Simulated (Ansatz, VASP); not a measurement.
## Two plane-wave programs on Li3Rh4

INCAR

```
  ALGO = Fast
  EDIFF = 1E-6
  ENCUT = 520
  GGA = PE
  ISIF = 2
  ISMEAR = 0
  ISPIN = 2
  LASPH = T
  LCHARG = T
  LELF = T
  LMAXMIX = 4
  LORBIT = 11
  LREAL = F
  LVHAR = T
  LWAVE = F
  MAGMOM = 0 0 0 1 1 1 1
  NBANDS = 48
  NELM = 150
  PREC = Accurate
  SIGMA = 0.1
```

File KPOINTS:

```
k-points
0
Gamma
  4 4 4
```

POSCAR

```
Li3Rh4
1.0
    4.5301659150      0.0000000000      0.0000000000
    0.0000000000      4.5301659150      0.0000000000
    0.0000000000      0.0000000000      4.5301659150
Li Rh
3 4
Direct
    0.5000000000      0.0000000000      0.0000000000
    0.0000000000      0.5000000000      0.0000000000
    0.0000000000      0.0000000000      0.5000000000
    0.0000000000      0.0000000000      0.0000000000
    0.0000000000      0.5000000000      0.5000000000
    0.5000000000      0.0000000000      0.5000000000
    0.5000000000      0.5000000000      0.0000000000
```

Input for Ansatz:

```yaml
crystal:
  lattice:
    - [4.530165915, 0.0, 0.0]
    - [0.0, 4.530165915, 0.0]
    - [0.0, 0.0, 4.530165915]
  atoms:
    - { symbol: Li, position: [0.5, 0.0, 0.0] }
    - { symbol: Li, position: [0.0, 0.5, 0.0] }
    - { symbol: Li, position: [0.0, 0.0, 0.5] }
    - { symbol: Rh, position: [0.0, 0.0, 0.0], spin: 1.0 }
    - { symbol: Rh, position: [0.0, 0.5, 0.5], spin: 1.0 }
    - { symbol: Rh, position: [0.5, 0.0, 0.5], spin: 1.0 }
    - { symbol: Rh, position: [0.5, 0.5, 0.0], spin: 1.0 }
basis:
  ecutwfc: 420
kpoints:
  mp_grid: { grid: [4, 4, 4] }
hamiltonian:
  xc: pbe
scf:
  occupations: { method: gaussian, width: 0.1 }
  lower_state_search: "off"
output:
  forces: true
  stress: true
  eigenvalues: true
  populations: true
magnetization:
  spin_polarized: true
```

Alike in both runs: task single point; functional PBE; k mesh 4 × 4 × 4; occupations gaussian, width 0.1 eV; collinear spin.

```csv
,VASP,Ansatz
version,VASP 6.6.1,Ansatz 0.2.0
potentials or method,"VASP PAW PBE potentials, release 64 (Li_sv, Rh_pv), cutoff 520 eV","scalar-relativistic, plane waves, PAW"
valence electrons in the cell,69,77
```

|  | VASP | Ansatz | Ansatz less VASP |
| --- | --- | --- | --- |
| gap on the k mesh at the Fermi level (eV) | none | none | - |
| net moment per atom (μB) | 0.53 | 0.53 | 0.000 |
| size of the moment on the site where the two differ most (μB) | 1.00 | 0.88 | -0.116 |

Site moments also hang on the region over which each program counts them. A gap of «none» marks a metal or a gap that the smearing closes. The functional is the same, so the differences come from potentials, cutoffs and numerics. VASP's potentials hold 69 valence electrons a cell and Ansatz's 77, so a difference there can come from the potentials and not from the codes.

Noted on VASP's run: the cutoff is short for stress, so the pressure is rough.
